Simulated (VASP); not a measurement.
# TaN (P6_3mc) in VASP: a series of runs

Runs on TaN. Level: PBE. Tasks: single point.

All numbers are computed with VASP 6.6.1; they aren't measurements. Logs are shortened: lines on timing, memory, paths and dates and some standing lists are left out, and cuts for length are marked.

## 1. The cell of the first run

The structure is hexagonal, space group P6_3mc (No. 186). Conventional cell: a = 3.030 Å, b = 3.030 Å, c = 4.907 Å, α = 90.00°, β = 90.00°, γ = 120.00°. Ta (site symmetry 3m) has 4 N at 1.84 to 1.89 Å within 2.4 Å. N (site symmetry 3m) has 4 Ta at 1.84 to 1.89 Å within 2.4 Å.

## 2. Single point, PBE (volume scaled by 0.98)

The input, INCAR:

```
PREC = Accurate
ENCUT = 520
EDIFF = 1E-6
ISMEAR = -1
SIGMA = 0.01
LREAL = F
LASPH = T
NELM = 100
ALGO = Normal
ISIF = 2
LWAVE = F
LCHARG = T
GGA = PE
LELF = T
LVHAR = T
NBANDS = 24
```

The input, KPOINTS:

```
Automatic mesh
0
Gamma
  9 9 5
```

The input, POSCAR:

```
TaN
1.0
    3.0295306677      0.0000000000      0.0000000000
   -1.5147653339      2.6236505199      0.0000000000
    0.0000000000      0.0000000000      4.9068446386
Ta N
2 2
Direct
    0.3333333333      0.6666666667      0.0000000000
    0.6666666667      0.3333333333      0.5000000000
    0.3333333333      0.6666666667      0.3850000000
    0.6666666667      0.3333333333      0.8850000000
```

Potentials or basis: VASP PAW PBE potentials, release 64 (Ta_pv, N).

On the command line:

```
$ cat potpaw_PBE.64/Ta_pv/POTCAR potpaw_PBE.64/N/POTCAR > POTCAR
$ mpirun -np 1 vasp_std > vasp.out
```

OUTCAR:

```text
PREC = Accurate
   ENCUT = 520
   EDIFF = 1E-6
   ISMEAR = -1
   LREAL = F
   LASPH = T
   NELM = 100
   ISIF = 2
   GGA = PE

 ion  position               nearest neighbor table
   1  0.333  0.667  0.000-   4 1.84   4 1.84   4 1.84   3 1.89   2 3.01   2 3.01   2 3.01   2 3.01
                             2 3.01   2 3.01
   2  0.667  0.333  0.500-   3 1.84   3 1.84   3 1.84   4 1.89   1 3.01   1 3.01   1 3.01   1 3.01
                             1 3.01   1 3.01
   3  0.333  0.667  0.385-   2 1.84   2 1.84   2 1.84   1 1.89
   4  0.667  0.333  0.885-   1 1.84   1 1.84   1 1.84   2 1.89

  LATTYP: Found a hexagonal cell.
 ALAT       =     3.0295306677
 C/A-ratio  =     1.6196715521

  Lattice vectors:

 A1 = (   3.0295306677,   0.0000000000,   0.0000000000)
 A2 = (  -1.5147653339,   2.6236505199,   0.0000000000)
 A3 = (   0.0000000000,   0.0000000000,   4.9068446386)

Analysis of symmetry for initial positions (statically):
=====================================================================
 Subroutine PRICEL returns:
 Original cell was already a primitive cell.

 Routine SETGRP: Setting up the symmetry group for a
 hexagonal supercell.

 Subroutine GETGRP returns: Found 12 space group operations
 (whereof  6 operations were pure point group operations)
 out of a pool of 24 trial point group operations.

The static configuration has the point symmetry C_3v.
 The point group associated with its full space group is C_6v.

Analysis of symmetry for dynamics (positions and initial velocities):
=====================================================================
 Subroutine PRICEL returns:
 Original cell was already a primitive cell.

 Routine SETGRP: Setting up the symmetry group for a
 hexagonal supercell.

 Subroutine GETGRP returns: Found 12 space group operations
 (whereof  6 operations were pure point group operations)
 out of a pool of 24 trial point group operations.

The dynamic configuration has the point symmetry C_3v.
 The point group associated with its full space group is C_6v.

 Subroutine INISYM returns: Found 12 space group operations
 (whereof  6 operations are pure point group operations),
 and found     1 'primitive' translations

----------------------------------------------------------------------------------------

                                     Primitive cell

  volume of cell :      39.0017

  direct lattice vectors                    reciprocal lattice vectors
     3.029530668  0.000000000  0.000000000     0.330084132  0.190574162  0.000000000
    -1.514765334  2.623650520  0.000000000     0.000000000  0.381148325  0.000000000
     0.000000000  0.000000000  4.906844639     0.000000000  0.000000000  0.203796956

  length of vectors
     3.029530668  3.029530668  4.906844639     0.381148325  0.381148325  0.203796956

  position of ions in fractional coordinates (direct lattice)
     0.333333333  0.666666667  0.000000000
     0.666666667  0.333333333  0.500000000
     0.333333333  0.666666667  0.385000000
     0.666666667  0.333333333  0.885000000

  ion indices of the primitive-cell ions
   primitive index   ion index
                 1           1
                 2           2
                 3           3
                 4           4

----------------------------------------------------------------------------------------

 KPOINTS: Automatic mesh

Automatic generation of k-mesh.
 Grid dimensions read from file:
 generate k-points for:    9    9    5

 Generating k-lattice:

  Cartesian coordinates                     Fractional coordinates (reciprocal lattice)
     0.036676015  0.021174907  0.000000000     0.111111111  0.000000000  0.000000000
     0.000000000  0.042349814  0.000000000     0.000000000  0.111111111  0.000000000
     0.000000000  0.000000000  0.040759391     0.000000000  0.000000000  0.200000000

  Length of vectors
     0.042349814  0.042349814  0.040759391

  Shift w.r.t. Gamma in fractional coordinates (k-lattice)
     0.000000000  0.000000000  0.000000000

 Subroutine IBZKPT returns following result:
 ===========================================

 Found     36 irreducible k-points:

 Following reciprocal coordinates:
            Coordinates               Weight
  0.000000  0.000000  0.000000      1.000000
  0.111111  0.000000  0.000000      6.000000
  0.222222  0.000000  0.000000      6.000000
  0.333333  0.000000  0.000000      6.000000
  0.444444  0.000000  0.000000      6.000000
  0.111111  0.111111  0.000000      6.000000
[... 16 lines left out ...]
  0.333333  0.222222  0.200000     24.000000
  0.333333  0.333333  0.200000      4.000000
 [... further k-points ...]
   k-points           NKPTS =     36   k-points in BZ     NKDIM =     36   number of bands    NBANDS=     24
   number of dos      NEDOS =    301   number of ions     NIONS =      4
   total plane-waves  NPLWV =  20736
   dimension x,y,z NGX =    24 NGY =   24 NGZ =   36
   dimension x,y,z NGXF=    48 NGYF=   48 NGZF=   72
   ions per type =               2   2
   NGX,Y,Z   is equivalent  to a cutoff of  13.17, 13.17, 12.20 a.u.
   NGXF,Y,Z  is equivalent  to a cutoff of  26.34, 26.34, 24.39 a.u.
 SYSTEM =  unknown system
   PREC   = accura    normal or accurate (medium, high low for compatibility)
   ISTART =      0    job   : 0-new  1-cont  2-samecut
   ICHARG =      2    charge: 1-file 2-atom 10-const
   ISPIN  =      1    spin polarized calculation?
   LNONCOLLINEAR =      F non collinear calculations
   LSORBIT =      F    spin-orbit coupling
   LASPH  =      T    aspherical Exc in radial PAW
   ENCUT  =  520.0 eV  38.22 Ry    6.18 a.u.   5.63  5.63  9.12*2*pi/ulx,y,z
   NELM   =    100;   NELMIN=  2; NELMDL= -5     # of ELM steps
   EDIFF  = 0.1E-05   stopping-criterion for ELM
   LREAL  =      F    real-space projection
   EDIFFG = 0.1E-04   stopping-criterion for IOM
   NSW    =      0    number of steps for IOM
   IBRION =     -1    ionic relax: 0-MD 1-quasi-New 2-CG
   NFREE  =      0    steps in history (QN), initial steepest desc. (CG)
   ISIF   =      2    stress and relaxation
   ISYM   =      2    0-nonsym 1-usesym 2-fastsym
   POTIM  = 0.5000    time-step for ionic-motion
   TEBEG  =    0.0;   TEEND  =   0.0 temperature during run
   PSTRESS=    0.0 pullay stress
   NELECT =      32.0000    total number of electrons
   NUPDOWN=      -1.0000    fix difference up-down
   EMIN   =  10.00;   EMAX   =-10.00  energy-range for DOS
   EFERMI =   0.00;   METHOD = LEGACY
   ISMEAR =    -1;   SIGMA  =   0.01  broadening in eV -4-tet -1-fermi 0-gaus
   EFERMI_NEDOS =   21; number of points for ismear=-14 and -15
   IALGO  =     38    algorithm
   IMIX   =      4    mixing-type and parameters
     AMIX     =   0.40;   BMIX     =  1.00
     AMIX_MAG =   1.60;   BMIX_MAG =  1.00
  volume/ion in A,a.u.               =       9.75        65.80
  Fermi-wavevector in a.u.,A,eV,Ry     =   1.532605  2.896204 31.958432  2.348878
  Thomas-Fermi vector in A             =   2.639788
   LORBIT       =      0    0 simple, 1 ext, 2 COOP (PROOUT), +10 PAW based schemes
   GGA     = PE    functional components
   LHFCALC =     F    Hartree Fock is set to
   AEXX    =    0.0000 exact exchange contribution
   IVDW    =     0    specifies the selected vdW correction
   LEPSILON=     F    determine dielectric tensor
   LRPA    =     F    only Hartree local field effects (RPA)
 non-spin polarized calculation
  energy-cutoff  :      520.00
  volume of cell :       39.00
 maximum number of plane-waves:      1087
 NGX is ok and might be reduce to    24
   NGX = 11   NGY = 11   NGZ = 19

 number of electron      32.0000002 magnetization

 Free energy of the ion-electron system (eV)
  ---------------------------------------------------
  ext. energy  EPLUGINS =         0.00000000
  ---------------------------------------------------
  free energy    TOTEN  =       -36.92237715 eV

  energy without entropy =      -36.92126756  energy(sigma->0) =      -36.92182235

 E-fermi :  10.0352     XC(G=0): -13.6574

 val. band max:       10.0118846488   @ k =   0.2222   0.0000   0.0000
 cond. band min:      10.0394844739   @ k =   0.1111   0.1111   0.4000
 fundamental gap:      0.0275998252
 Fermi energy:        10.0351558850

 k-point     1 :       0.0000    0.0000    0.0000
  band No.  band energies     occupation
      1     -26.1596      2.00000
      2     -24.9793      2.00000
      3     -24.9793      2.00000
      4     -24.7741      2.00000
      5     -24.7741      2.00000
      6     -24.7047      2.00000
[... 16 lines left out ...]
     23      16.8396      0.00000
     24      16.8396      0.00000

 k-point     2 :       0.1111    0.0000    0.0000
  band No.  band energies     occupation
      1     -26.1132      2.00000
      2     -25.1143      2.00000
      3     -25.0184      2.00000
      4     -24.9288      2.00000
      5     -24.7964      2.00000
      6     -24.7268      2.00000
[... 16 lines left out ...]
     23      16.8415      0.00000
     24      17.3712      0.00000

 k-point     3 :       0.2222    0.0000    0.0000
  band No.  band energies     occupation
      1     -25.9969      2.00000
      2     -25.4352      2.00000
      3     -25.2926      2.00000
      4     -25.1136      2.00000
      5     -24.8549      2.00000
      6     -24.7943      2.00000
[... 16 lines left out ...]
     23      17.3128      0.00000
     24      18.6548      0.00000
[... 514 lines left out ...]
 k-point    23 :       0.3333    0.2222    0.2000
  band No.  band energies     occupation
      1     -26.0525      2.00000
      2     -25.9548      2.00000
      3     -25.5418      2.00000
      4     -25.2902      2.00000
      5     -25.2337      2.00000
      6     -25.0399      2.00000
[... 16 lines left out ...]
     23      17.3928      0.00000
     24      17.8979      0.00000

 k-point    24 :       0.3333    0.3333    0.2000
  band No.  band energies     occupation
      1     -25.9629      2.00000
      2     -25.9629      2.00000
      3     -25.6822      2.00000
      4     -25.3614      2.00000
      5     -25.1482      2.00000
      6     -25.1482      2.00000
[... 16 lines left out ...]
     23      17.8704      0.00000
     24      17.8704      0.00000

 [... further k-points ...]

------------------------ aborting loop because EDIFF is reached ----------------------------------------

  FORCE on cell =-STRESS in cart. coord.  units (eV):
  Direction    XX          YY          ZZ          XY          YZ          ZX
  --------------------------------------------------------------------------------------
  -------------------------------------------------------------------------------------
  Total       40.1795681     40.1795681     33.4723161     -0.0000000     -0.0000000      0.0000000
  in kB     1650.5633633   1650.5633634   1375.0316679     -0.0000000     -0.0000000      0.0000000
  external PRESSURE =    1558.7194649 kB  Pullay stress =       0.0000000 kB

 VOLUME and BASIS-vectors are now :
 -----------------------------------------------------------------------------
  energy-cutoff  :      520.00
  volume of cell :       39.00
      direct lattice vectors                 reciprocal lattice vectors
     3.029530668  0.000000000  0.000000000     0.330084132  0.190574162  0.000000000
    -1.514765334  2.623650520  0.000000000     0.000000000  0.381148325  0.000000000
     0.000000000  0.000000000  4.906844639     0.000000000  0.000000000  0.203796956

 POSITION                                       TOTAL-FORCE (eV/Angst)
 -----------------------------------------------------------------------------------
     -0.00000      1.74910      0.00000        -0.000000      0.000000      2.419787
      1.51477      0.87455      2.45342         0.000000     -0.000000      2.419787
     -0.00000      1.74910      1.88914         0.000000      0.000000     -2.419787
      1.51477      0.87455      4.34256        -0.000000      0.000000     -2.419787
 -----------------------------------------------------------------------------------
    total drift:                               -0.000000      0.000000      0.000273

  FREE ENERGIE OF THE ION-ELECTRON SYSTEM (eV)
  ---------------------------------------------------
  free  energy   TOTEN  =       -36.9223771453 eV

  energy  without entropy=      -36.9212675575  energy(sigma->0) =      -36.92182235
```

It took 48 s on 1 thread of Intel Xeon 8259CL, shared host; peak memory 0.17 GiB.

Results:

```yaml
Free_energy: -36.9224 eV
Pressure: 155.9 GPa
Largest_force: 2.420 eV/Å
Band_gap_on_the_k_mesh: zero (band 16 reaches 10.59 eV, above the bottom of band 17 at 8.32 eV)
```

Forces in eV/Å, atoms in the order of the input:
```
Ta   0.000  0.000  2.420
Ta   0.000  0.000  2.420
N    0.000  0.000 -2.420
N    0.000  0.000 -2.420
```

Levels at points of the mesh, in eV from the Fermi level:
| k point | band 12 | band 13 | band 14 | band 15 | band 16 | band 17 | band 18 | band 19 | band 20 | band 21 |
| --- | --- | --- | --- | --- | --- | --- | --- | --- | --- | --- |
| (0.00, 0.00, 0.00) | -8.03 | -8.03 | -7.59 | -0.88 | -0.88 | -0.33 | 2.19 | 2.71 | 2.71 | 4.57 |

Caveat: spin-orbit coupling is left out, which moves the levels of the heavy elements; forces of over 1 eV/Å act on the atoms, so gaps and moduli don't describe the material at rest.

[end of part 1 of 2]
